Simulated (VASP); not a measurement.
# SiGe5 (Imm2) in VASP: single point with PBE

Aim: the single point of SiGe5 with PBE.

All numbers are computed with VASP 6.6.1; they aren't measurements. Logs are shortened: lines on timing, memory, paths and dates and some standing lists are left out, and cuts for length are marked.

### Step 1. The cell of the first run

Symmetry: Imm2, No. 44, orthorhombic system. Conventional cell: a = 4.033 Å, b = 12.097 Å, c = 5.705 Å, α = 90.00°, β = 90.00°, γ = 90.00°. Si (site symmetry mm2) has 4 Ge at 2.43 to 2.44 Å within 3.2 Å. Ge (site symmetry m) has 4 Ge at 2.48 to 2.49 Å within 3.3 Å. Ge (site symmetry m) has 1 Si at 2.43 Å and 3 Ge at 2.48 to 2.49 Å within 3.2 Å. Ge (site symmetry mm2) has 2 Si at 2.44 Å and 2 Ge at 2.49 Å within 3.2 Å.

### Step 2. Single point, PBE

Contents of INCAR:

```
ALGO = Normal
EDIFF = 1E-6
ENCUT = 520
GGA = PE
ISIF = 2
ISMEAR = 0
LASPH = True
LCHARG = False
LREAL = False
LWAVE = False
NBANDS = 86
NELM = 80
PREC = Accurate
SIGMA = 0.2
```

Contents of KPOINTS:

```
k-points
0
Gamma
  4 4 4
```

Contents of POSCAR:

```
SiGe5
1.0
    0.0000000000      0.0000000000     -5.7050164640
    2.0164676794     -6.0487422547      2.8525082320
   -8.0658707174      0.0000000000      0.0000000000
Si Ge
2 10
Direct
    0.0000189029      0.0000000000      0.5000000000
    0.0000189029      1.0000000000      0.0000000000
    0.3339127170      0.6678077137      0.6669519284
    0.3339127170      0.6678077137      0.1669519284
    0.9179780755      0.3275222317      0.5818805579
    0.9179780755      0.3275222317      0.0818805579
    0.6661050033      0.3321922863      0.8330480716
    0.6661050033      0.3321922863      0.3330480716
    0.5904558438      0.6724777683      0.9181194421
    0.5904558438      0.6724777683      0.4181194421
    0.2415294573      0.0000000000      0.7500000000
    0.2415294573      0.0000000000      0.2500000000
```

Potentials or basis: VASP PAW PBE potentials, release 64 (Si, Ge_d).

Launch:

```
cat potpaw_PBE.64/Si/POTCAR potpaw_PBE.64/Ge_d/POTCAR > POTCAR
mpirun -np 1 vasp_std > vasp.out
```

OUTCAR:

```text
EDIFF = 1E-6
   ENCUT = 520
   GGA = PE
   ISIF = 2
   ISMEAR = 0
   LASPH = True
   LREAL = False
   NELM = 80
   PREC = Accurate

 ion  position               nearest neighbor table
   1  0.000  0.000  0.500-   5 2.43  10 2.43  11 2.44  12 2.44
   2  0.000  0.000  0.000-   6 2.43   9 2.43  11 2.44  12 2.44
   3  0.334  0.668  0.667-  10 2.48   9 2.48   5 2.49  11 2.49
   4  0.334  0.668  0.167-   9 2.48  10 2.48   6 2.49  12 2.49
   5  0.918  0.328  0.582-   1 2.43   8 2.48   7 2.48   3 2.49
   6  0.918  0.328  0.082-   2 2.43   7 2.48   8 2.48   4 2.49
   7  0.666  0.332  0.833-   6 2.48   5 2.48   9 2.49  11 2.49
   8  0.666  0.332  0.333-   5 2.48   6 2.48  10 2.49  12 2.49
   9  0.590  0.672  0.918-   2 2.43   4 2.48   3 2.48   7 2.49
  10  0.590  0.672  0.418-   1 2.43   3 2.48   4 2.48   8 2.49
  11  0.242  0.000  0.750-   1 2.44   2 2.44   3 2.49   7 2.49
  12  0.242  0.000  0.250-   1 2.44   2 2.44   4 2.49   8 2.49

  LATTYP: Found a base centered monoclinic cell.
 ALAT       =    12.7520076483
 B/A-ratio  =     0.4473818258
 C/A-ratio  =     0.6325177133
 COS(beta)  =    -0.3162588566

  Lattice vectors:

 A1 = (   2.0164676794,  -6.0487422547,  -2.8525082320)
 A2 = (   2.0164676794,  -6.0487422547,   2.8525082320)
 A3 = (  -8.0658707174,   0.0000000000,   0.0000000000)

Analysis of symmetry for initial positions (statically):
=====================================================================
 Subroutine PRICEL returns following result:

  LATTYP: Found a body centered orthorhombic cell.
 ALAT       =     4.0329353587
 B/A-ratio  =     1.4146064731
 C/A-ratio  =     2.9996723065

  Lattice vectors:

 A1 = (   2.0164676794,  -6.0487422547,  -2.8525082320)
 A2 = (  -2.0164676793,  -6.0487422547,   2.8525082320)
 A3 = (  -2.0164676794,   6.0487422547,  -2.8525082320)

   2 primitive cells build up your supercell.

 Routine SETGRP: Setting up the symmetry group for a
 base centered monoclinic supercell.

 Subroutine GETGRP returns: Found  2 space group operations
 (whereof  2 operations were pure point group operations)
 out of a pool of  4 trial point group operations.

The static configuration has the point symmetry C_2 .

Analysis of symmetry for dynamics (positions and initial velocities):
=====================================================================
 Subroutine PRICEL returns following result:

  LATTYP: Found a body centered orthorhombic cell.
 ALAT       =     4.0329353587
 B/A-ratio  =     1.4146064731
 C/A-ratio  =     2.9996723065

  Lattice vectors:

 A1 = (   2.0164676794,  -6.0487422547,  -2.8525082320)
 A2 = (  -2.0164676793,  -6.0487422547,   2.8525082320)
 A3 = (  -2.0164676794,   6.0487422547,  -2.8525082320)

   2 primitive cells build up your supercell.

 Routine SETGRP: Setting up the symmetry group for a
 base centered monoclinic supercell.

 Subroutine GETGRP returns: Found  2 space group operations
 (whereof  2 operations were pure point group operations)
 out of a pool of  4 trial point group operations.

The dynamic configuration has the point symmetry C_2 .

 Subroutine INISYM returns: Found  2 space group operations
 (whereof  2 operations are pure point group operations),
 and found     2 'primitive' translations

----------------------------------------------------------------------------------------

                                     Primitive cell

  volume of cell :     139.1692

  direct lattice vectors                    reciprocal lattice vectors
     2.016467679 -6.048742255 -2.852508232     0.000000000 -0.082661813 -0.175284332
    -2.016467679 -6.048742255  2.852508232    -0.247958351 -0.082661813  0.000000000
    -2.016467679  6.048742255 -2.852508232    -0.247958351 -0.000000000 -0.175284332

  length of vectors
     6.985000213  6.985000213  6.985000213     0.193797761  0.261373906  0.303657604

  position of ions in fractional coordinates (direct lattice)
     0.000018903  0.000000000  0.000018903
     0.333912717  0.333903857  0.000008860
     0.917978076  0.163761116  0.754216960
     0.666105003  0.666096143  0.000008860
     0.590455844  0.836238884  0.754216960
     0.241529457  0.500000000  0.741529457

  ion indices of the primitive-cell ions
   primitive index   ion index
                 1           1
                 2           3
                 3           5
                 4           8
                 5          10
                 6          11

----------------------------------------------------------------------------------------

 KPOINTS: k-points

Automatic generation of k-mesh.
 Grid dimensions read from file:
 generate k-points for:    4    4    4

 Generating k-lattice:

  Cartesian coordinates                     Fractional coordinates (reciprocal lattice)
     0.000000000 -0.020665453 -0.043821083     0.250000000 -0.000000000  0.000000000
     0.000000000 -0.041330906  0.000000000     0.000000000  0.250000000  0.000000000
    -0.030994794 -0.010332727  0.000000000     0.000000000  0.000000000  0.250000000

  Length of vectors
     0.048449440  0.041330906  0.032671738

  Shift w.r.t. Gamma in fractional coordinates (k-lattice)
     0.000000000  0.000000000  0.000000000

 Subroutine IBZKPT returns following result:
 ===========================================

 Found     24 irreducible k-points:

 Following reciprocal coordinates:
            Coordinates               Weight
  0.000000  0.000000  0.000000      1.000000
  0.250000  0.000000  0.000000      4.000000
  0.500000  0.000000  0.000000      2.000000
  0.000000  0.250000  0.000000      2.000000
  0.250000  0.250000  0.000000      4.000000
  0.500000  0.250000  0.000000      2.000000
[... 16 lines left out ...]
  0.500000  0.250000  0.500000      2.000000
  0.000000  0.500000  0.500000      1.000000
   k-points           NKPTS =     24   k-points in BZ     NKDIM =     24   number of bands    NBANDS=     86
   number of dos      NEDOS =    301   number of ions     NIONS =     12
   total plane-waves  NPLWV = 136080
   dimension x,y,z NGX =    42 NGY =   54 NGZ =   60
   dimension x,y,z NGXF=    84 NGYF=  108 NGZF=  120
   ions per type =               2  10
   NGX,Y,Z   is equivalent  to a cutoff of  12.24, 12.85, 12.37 a.u.
   NGXF,Y,Z  is equivalent  to a cutoff of  24.48, 25.70, 24.73 a.u.
 SYSTEM =  unknown system
   PREC   = accura    normal or accurate (medium, high low for compatibility)
   ISTART =      0    job   : 0-new  1-cont  2-samecut
   ICHARG =      2    charge: 1-file 2-atom 10-const
   ISPIN  =      1    spin polarized calculation?
   LNONCOLLINEAR =      F non collinear calculations
   LSORBIT =      F    spin-orbit coupling
   LASPH  =      T    aspherical Exc in radial PAW
   ENCUT  =  520.0 eV  38.22 Ry    6.18 a.u.  10.61 12.99 15.00*2*pi/ulx,y,z
   NELM   =     80;   NELMIN=  2; NELMDL= -5     # of ELM steps
   EDIFF  = 0.1E-05   stopping-criterion for ELM
   LREAL  =      F    real-space projection
   EDIFFG = 0.1E-04   stopping-criterion for IOM
   NSW    =      0    number of steps for IOM
   IBRION =     -1    ionic relax: 0-MD 1-quasi-New 2-CG
   NFREE  =      0    steps in history (QN), initial steepest desc. (CG)
   ISIF   =      2    stress and relaxation
   ISYM   =      2    0-nonsym 1-usesym 2-fastsym
   POTIM  = 0.5000    time-step for ionic-motion
   TEBEG  =    0.0;   TEEND  =   0.0 temperature during run
   PSTRESS=    0.0 pullay stress
   NELECT =     148.0000    total number of electrons
   NUPDOWN=      -1.0000    fix difference up-down
   EMIN   =  10.00;   EMAX   =-10.00  energy-range for DOS
   EFERMI =   0.00;   METHOD = LEGACY
   ISMEAR =     0;   SIGMA  =   0.20  broadening in eV -4-tet -1-fermi 0-gaus
   EFERMI_NEDOS =   21; number of points for ismear=-14 and -15
   IALGO  =     38    algorithm
   IMIX   =      4    mixing-type and parameters
     AMIX     =   0.40;   BMIX     =  1.00
     AMIX_MAG =   1.60;   BMIX_MAG =  1.00
  volume/ion in A,a.u.               =      23.19       156.53
  Fermi-wavevector in a.u.,A,eV,Ry     =   1.326287  2.506320 23.933170  1.759038
  Thomas-Fermi vector in A             =   2.455685
   LORBIT       =      0    0 simple, 1 ext, 2 COOP (PROOUT), +10 PAW based schemes
   GGA     = PE    functional components
   LHFCALC =     F    Hartree Fock is set to
   AEXX    =    0.0000 exact exchange contribution
   IVDW    =     0    specifies the selected vdW correction
   LEPSILON=     F    determine dielectric tensor
   LRPA    =     F    only Hartree local field effects (RPA)
 non-spin polarized calculation
 Gauss-broadening in eV      SIGMA  =   0.20
  energy-cutoff  :      520.00
  volume of cell :      278.34
 maximum number of plane-waves:      7570
   NGX = 21   NGY = 25   NGZ = 29

 number of electron     148.0000002 magnetization

 Free energy of the ion-electron system (eV)
  ---------------------------------------------------
  ext. energy  EPLUGINS =         0.00000000
  ---------------------------------------------------
  free energy    TOTEN  =       -55.88293007 eV

  energy without entropy =      -55.87220765  energy(sigma->0) =      -55.87756886

 E-fermi :   4.7877     XC(G=0):  -9.6496

 val. band max:        4.7043786499   @ k =   0.0000   0.0000   0.0000
 cond. band min:       4.8435806570   @ k =   0.0000   0.0000   0.0000
 fundamental gap:      0.1392020071
 Fermi energy:         4.7876837812

 k-point     1 :       0.0000    0.0000    0.0000
  band No.  band energies     occupation
      1     -20.0060      2.00000
      2     -20.0045      2.00000
      3     -20.0041      2.00000
      4     -20.0031      2.00000
      5     -20.0027      2.00000
      6     -20.0010      2.00000
[... 2125 lines left out ...]
     85       8.7331      0.00000
     86       8.7331      0.00000

------------------------ aborting loop because EDIFF is reached ----------------------------------------

  FORCE on cell =-STRESS in cart. coord.  units (eV):
  Direction    XX          YY          ZZ          XY          YZ          ZX
  --------------------------------------------------------------------------------------
  -------------------------------------------------------------------------------------
  Total        0.0410957      0.0560635     -0.0432218     -0.0312318      0.0000000      0.0000000
  in kB        0.2365561      0.3227140     -0.2487942     -0.1797771      0.0000000      0.0000000
  external PRESSURE =       0.1034920 kB  Pullay stress =       0.0000000 kB

 VOLUME and BASIS-vectors are now :
 -----------------------------------------------------------------------------
  energy-cutoff  :      520.00
  volume of cell :      278.34
      direct lattice vectors                 reciprocal lattice vectors
     0.000000000  0.000000000 -5.705016464     0.000000000 -0.082661813 -0.175284332
     2.016467679 -6.048742255  2.852508232     0.000000000 -0.165323626  0.000000000
    -8.065870717  0.000000000  0.000000000    -0.123979175 -0.041330906  0.000000000

 POSITION                                       TOTAL-FORCE (eV/Angst)
 -----------------------------------------------------------------------------------
     -4.03294      0.00000     -0.00011        -0.000000      0.000000      0.003199
      0.00000      0.00000     -0.00011        -0.000000      0.000000      0.003199
     -4.03294     -4.03940     -0.00005         0.000975      0.002745      0.000948
      0.00000     -4.03940     -0.00005         0.000975      0.002745      0.000948
     -4.03294     -1.98110     -4.30282         0.000424      0.007637     -0.004888
      0.00000     -1.98110     -4.30282         0.000424      0.007637     -0.004888
     -6.04940     -2.00935     -2.85256        -0.000975     -0.002745      0.000948
     -2.01647     -2.00935     -2.85256        -0.000975     -0.002745      0.000948
     -6.04940     -4.06764     -1.45031        -0.000424     -0.007637     -0.004888
     -2.01647     -4.06764     -1.45031        -0.000424     -0.007637     -0.004888
     -6.04940      0.00000     -1.37793        -0.000000      0.000000      0.004681
     -2.01647      0.00000     -1.37793        -0.000000      0.000000      0.004681
 -----------------------------------------------------------------------------------
    total drift:                                0.000117     -0.000138      0.000279

  FREE ENERGIE OF THE ION-ELECTRON SYSTEM (eV)
  ---------------------------------------------------
  free  energy   TOTEN  =       -55.8829300741 eV

  energy  without entropy=      -55.8722076473  energy(sigma->0) =      -55.87756886
```

Wall time 13 min (1 thread of Oxide Virtual Turin-like, shared host); peak memory 0.55 GiB.

Results:

| Item | Value |
| --- | --- |
| Free energy | -55.8829 eV |
| Pressure | 0.0 GPa |
| Largest force | 0.009 eV/Å |
| Band gap on the k mesh | 0.14 eV |

Forces on the atoms (eV/Å):
```
Si   0.000  0.000  0.003
Si   0.000  0.000  0.003
Ge   0.001  0.003  0.001
Ge   0.001  0.003  0.001
Ge   0.000  0.008 -0.005
Ge   0.000  0.008 -0.005
Ge  -0.001 -0.003  0.001
Ge  -0.001 -0.003  0.001
Ge   0.000 -0.008 -0.005
Ge   0.000 -0.008 -0.005
Ge   0.000  0.000  0.005
Ge   0.000  0.000  0.005
```

Levels at points of the mesh, in eV from the valence-band top:
```tsv
k point	band 70	band 71	band 72	band 73	band 74	band 75	band 76	band 77	band 78	band 79
(0.00, 0.00, 0.00)	-2.26	-2.06	-0.02	-0.01	0.00	0.14	0.76	0.80	1.31	1.63
(0.50, 0.00, 0.00)	-1.69	-1.32	-1.32	-1.31	-1.27	0.24	0.25	1.66	1.88	3.00
(0.00, 0.50, 0.00)	-2.38	-2.33	-2.26	-0.77	-0.53	0.72	0.76	0.80	0.84	1.98
(0.00, 0.00, 0.50)	-3.05	-1.65	-1.65	-0.83	-0.83	2.21	2.21	2.22	2.22	2.63
(0.50, 0.00, 0.50)	-2.02	-1.46	-1.46	-1.37	-1.37	1.77	1.77	1.96	1.96	2.33
(0.00, 0.50, 0.50)	-2.42	-1.92	-1.92	-1.91	-1.91	1.05	1.05	1.32	1.32	1.70
```

A k mesh can miss the band edges.
